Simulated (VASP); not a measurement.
# SnTe2 (Fm-3m) in VASP: single point with PBE-based global hybrid

Aim: the single point of SnTe2 with PBE-based global hybrid.

Everything below comes from runs of VASP 6.6.1. Logs are shortened: lines on timing, memory, paths and dates and some standing lists are left out, and cuts for length are marked.

**1. The cell of the first run**

It takes space group Fm-3m (No. 225, cubic). The conventional cell has a = 7.402 Å, b = 7.402 Å, c = 7.402 Å, α = 90.00°, β = 90.00°, γ = 90.00°. Within 4.2 Å of Sn (site symmetry m-3m) lie 8 Te at 3.21 Å. Te (site symmetry -43m) has 4 Sn at 3.21 Å and 6 Te at 3.70 Å within 4.2 Å.

**2. Single point, PBE-based global hybrid**

POSCAR reads:

```
SnTe2
1.0
    0.0000000000      3.7010376726      3.7010376726
    3.7010376726      0.0000000000      3.7010376726
    3.7010376726      3.7010376726      0.0000000000
Sn Te
1 2
Direct
    0.0000000000      0.0000000000      0.0000000000
    0.2500000000      0.2500000000      0.2500000000
    0.7500000000      0.7500000000      0.7500000000
```

INCAR.step1 reads:

```
PREC = Accurate ; ENCUT = 520
EDIFF = 1E-5 ; ISMEAR = -1
SIGMA = 0.02 ; LREAL = False
LASPH = True ; NELM = 80
ALGO = Normal ; ISIF = 2
LWAVE = True ; LCHARG = False
GGA = PE ; NBANDS = 20
```

INCAR.step2 reads:

```
PREC = Accurate ; ENCUT = 520
EDIFF = 1E-6 ; ISMEAR = -1
SIGMA = 0.02 ; LREAL = False
LASPH = True ; NELM = 80
ALGO = Normal ; ISIF = 2
LWAVE = False ; LCHARG = False
GGA = PE ; LHFCALC = True
AEXX = 1.0 ; PRECFOCK = Normal
ISTART = 1 ; NBANDS = 20
ALDAC = 1.0 ; AGGAC = 1.0
```

KPOINTS reads:

```
Automatic mesh
0
Gamma
  4 4 4
```

Potentials or basis: VASP PAW PBE potentials, release 64 (Sn_d, Te).

On the command line:

```sh
cat potpaw_PBE.64/Sn_d/POTCAR potpaw_PBE.64/Te/POTCAR > POTCAR
cp INCAR.step1 INCAR
mpirun -np 1 vasp_std > vasp.out
cp INCAR.step2 INCAR
mpirun -np 1 vasp_std > vasp.out
```

OUTCAR:

```text
PREC = Accurate
   ENCUT = 520
   EDIFF = 1E-6
   ISMEAR = -1
   LREAL = False
   LASPH = True
   NELM = 80
   ISIF = 2
   GGA = PE
   LHFCALC = True
   AEXX = 1.0
   PRECFOCK = Normal
   ISTART = 1

 ion  position               nearest neighbor table
   1  0.000  0.000  0.000-   3 3.21   3 3.21   3 3.21   2 3.21   3 3.21   2 3.21   2 3.21   2 3.21

   2  0.250  0.250  0.250-   1 3.21   1 3.21   1 3.21   1 3.21
   3  0.750  0.750  0.750-   1 3.21   1 3.21   1 3.21   1 3.21

  LATTYP: Found a face centered cubic cell.
 ALAT       =     7.4020753452

  Lattice vectors:

 A1 = (   0.0000000000,   3.7010376726,   3.7010376726)
 A2 = (   3.7010376726,   0.0000000000,   3.7010376726)
 A3 = (   3.7010376726,   3.7010376726,   0.0000000000)

Analysis of symmetry for initial positions (statically):
[... 33 lines left out ...]
                                     Primitive cell

  volume of cell :     101.3913

  direct lattice vectors                    reciprocal lattice vectors
     0.000000000  3.701037673  3.701037673    -0.135097247  0.135097247  0.135097247
     3.701037673  0.000000000  3.701037673     0.135097247 -0.135097247  0.135097247
     3.701037673  3.701037673  0.000000000     0.135097247  0.135097247 -0.135097247

  length of vectors
     5.234057671  5.234057671  5.234057671     0.233995295  0.233995295  0.233995295

  position of ions in fractional coordinates (direct lattice)
     0.000000000  0.000000000  0.000000000
     0.250000000  0.250000000  0.250000000
     0.750000000  0.750000000  0.750000000

  ion indices of the primitive-cell ions
   primitive index   ion index
                 1           1
                 2           2
                 3           3

----------------------------------------------------------------------------------------

 KPOINTS: Automatic mesh

Automatic generation of k-mesh.
 Grid dimensions read from file:
 generate k-points for:    4    4    4

 Generating k-lattice:

  Cartesian coordinates                     Fractional coordinates (reciprocal lattice)
    -0.033774312  0.033774312  0.033774312     0.250000000  0.000000000  0.000000000
     0.033774312 -0.033774312  0.033774312     0.000000000  0.250000000  0.000000000
     0.033774312  0.033774312 -0.033774312     0.000000000  0.000000000  0.250000000

  Length of vectors
     0.058498824  0.058498824  0.058498824
[... 37 lines left out ...]
   EDIFF  = 0.1E-05   stopping-criterion for ELM
   LREAL  =      F    real-space projection
   EDIFFG = 0.1E-04   stopping-criterion for IOM
   NSW    =      0    number of steps for IOM
   IBRION =     -1    ionic relax: 0-MD 1-quasi-New 2-CG
   NFREE  =      0    steps in history (QN), initial steepest desc. (CG)
   ISIF   =      2    stress and relaxation
   ISYM   =      3    0-nonsym 1-usesym 2-fastsym
   POTIM  = 0.5000    time-step for ionic-motion
   TEBEG  =    0.0;   TEEND  =   0.0 temperature during run
   PSTRESS=    0.0 pullay stress
   NELECT =      26.0000    total number of electrons
   NUPDOWN=      -1.0000    fix difference up-down
   EMIN   =  10.00;   EMAX   =-10.00  energy-range for DOS
   EFERMI =   0.00;   METHOD = LEGACY
   ISMEAR =    -1;   SIGMA  =   0.02  broadening in eV -4-tet -1-fermi 0-gaus
   EFERMI_NEDOS =   21; number of points for ismear=-14 and -15
   IALGO  =     38    algorithm
   IMIX   =      1    mixing-type and parameters
     AMIX     =   0.40;   BMIX     =  1.00
     AMIX_MAG =   1.60;   BMIX_MAG =  1.00
  volume/ion in A,a.u.               =      33.80       228.07
  Fermi-wavevector in a.u.,A,eV,Ry     =   1.040078  1.965462 14.718260  1.081762
  Thomas-Fermi vector in A             =   2.174637
   LORBIT       =      0    0 simple, 1 ext, 2 COOP (PROOUT), +10 PAW based schemes
   GGA     = PE    functional components
   LHFCALC =     T    Hartree Fock is set to
   PRECFOCK=normal    Normal, Fast or Accurate (Low or Medium for compatibility)
   ENCUT4O =  -1.0   cutoff for four orbital integrals eV
   NKREDX  =     1    reduce k-point grid by
   NKREDY  =     1    reduce k-point grid by
   NKREDZ  =     1    reduce k-point grid by
   AEXX    =    1.0000 exact exchange contribution
   HFSCREEN=    0.0000 screening length (either q_TF or 0.3 A-1)
   HFSCREENC=   0.0000 screening length for correlation (either q_TF or 0.3 A-1)
   ENCUTFOCK=  -1.0 apply spherical cutoff to Coloumb kernel
   IVDW    =     0    specifies the selected vdW correction
   LEPSILON=     F    determine dielectric tensor
   LRPA    =     F    only Hartree local field effects (RPA)
 non-spin polarized calculation
  energy-cutoff  :      520.00
  volume of cell :      101.39
 maximum number of plane-waves:      2764
 NGX is ok and might be reduce to    40
  NGX = 30; NGY = 30; NGZ = 30

 number of electron      26.0000004 magnetization

 Free energy of the ion-electron system (eV)
  ---------------------------------------------------
  ext. energy  EPLUGINS =         0.00000000
  ---------------------------------------------------
  free energy    TOTEN  =       -27.66664101 eV

  energy without entropy =      -27.65896491  energy(sigma->0) =      -27.66280296

 E-fermi :   4.9665     XC(G=0):  -1.5559

 val. band max:        3.0715250506   @ k =  -0.2500   0.2500   0.0000
 cond. band min:       4.9931970690   @ k =   0.5000   0.2500   0.0000
 fundamental gap:      1.9216720184
 Fermi energy:         4.9664970477

 k-point     1 :       0.0000    0.0000    0.0000
  band No.  band energies     occupation
      1     -27.5187      2.00000
      2     -27.5187      2.00000
      3     -27.5187      2.00000
      4     -27.4812      2.00000
      5     -27.4812      2.00000
      6     -14.7867      2.00000
[... 173 lines left out ...]
     19      15.5019      0.00000
     20      15.5022      0.00000

------------------------ aborting loop because EDIFF is reached ----------------------------------------

  FORCE on cell =-STRESS in cart. coord.  units (eV):
  Direction    XX          YY          ZZ          XY          YZ          ZX
  --------------------------------------------------------------------------------------
  -------------------------------------------------------------------------------------
  Total       -4.5197552     -4.5197552     -4.5197552     -0.0000000     -0.0000000      0.0000000
  in kB      -71.4208452    -71.4208452    -71.4208452     -0.0000000     -0.0000000      0.0000000
  external PRESSURE =     -71.4208452 kB  Pullay stress =       0.0000000 kB

 VOLUME and BASIS-vectors are now :
 -----------------------------------------------------------------------------
  energy-cutoff  :      520.00
  volume of cell :      101.39
      direct lattice vectors                 reciprocal lattice vectors
     0.000000000  3.701037673  3.701037673    -0.135097247  0.135097247  0.135097247
     3.701037673  0.000000000  3.701037673     0.135097247 -0.135097247  0.135097247
     3.701037673  3.701037673  0.000000000     0.135097247  0.135097247 -0.135097247

 POSITION                                       TOTAL-FORCE (eV/Angst)
 -----------------------------------------------------------------------------------
      0.00000      0.00000      0.00000         0.000000      0.000000     -0.000000
      1.85052      1.85052      1.85052         0.000000      0.000000      0.000000
      5.55156      5.55156      5.55156        -0.000000     -0.000000     -0.000000
 -----------------------------------------------------------------------------------
    total drift:                                0.000003      0.000006      0.000005

  FREE ENERGIE OF THE ION-ELECTRON SYSTEM (eV)
  ---------------------------------------------------
  free  energy   TOTEN  =       -27.6666410148 eV

  energy  without entropy=      -27.6589649137  energy(sigma->0) =      -27.66280296
```

Run time: 29 min. Hardware: 1 thread of Intel Xeon Platinum 8488C (Sapphire Rapids), shared host; peak memory 0.26 GiB.

What came out:

```yaml
Free_energy: -27.6666 eV
Pressure: -7.1 GPa
Band_gap_on_the_k_mesh: zero (band 13 reaches 6.44 eV, above the bottom of band 14 at 1.00 eV)
```

Levels at points of the mesh, in eV from the Fermi level:
```tsv
k point	band 11	band 12	band 13	band 14	band 15	band 16
(0.00, 0.00, 0.00)	-6.54	-3.97	-3.97	-3.97	4.06	4.06
(0.50, 0.00, 0.00)	-5.62	-5.07	-5.07	1.48	6.37	6.37
(0.50, 0.50, 0.00)	-4.33	0.86	0.86	2.64	3.88	7.69
```

Caveat: the k points lie up to 0.37 Å⁻¹ apart; the PAW data sets were made with another functional, which shifts forces and pressure a little; spin-orbit coupling is left out, which moves the levels of the heavy elements.
